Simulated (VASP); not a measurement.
Runs of VASP 6.6.1 on Rh. The structure is that of space group Fm-3m (No. 225), or close to it. The cells are those of the table. 

```tsv
fixed moment (μB)	cell	pressure (GPa)	moment (μB)
0.375	a = 2.813 Å, angles 60.0°, 1 atom	-20.7	0.38
0.75	a = 2.862 Å, angles 60.0°, 1 atom	-24.8	0.75
0.375	a = 2.595 Å, angles 60.0°, 1 atom	47.1	0.38
0.5	a = 2.595 Å, angles 60.0°, 1 atom	(b)	0.50
0.875	a = 2.595 Å, angles 60.0°, 1 atom	(a)	0.88
```

Alike in all rows: task single point; level PBE; potentials or basis VASP PAW PBE potentials, release 64 (Rh_pv); spin collinear, ferromagnetic start; k mesh 22 × 22 × 22; cutoff (eV) 520; smearing gaussian 0.15 eV.

Fill in the values left out.

(a) 53.2; (b) 48.3.

Caveats: the total moment is fixed, so each spin has its own Fermi level and the state may be an excited one; the cell stands under pressure (at least some runs); the cell stands under tension (at least some runs).
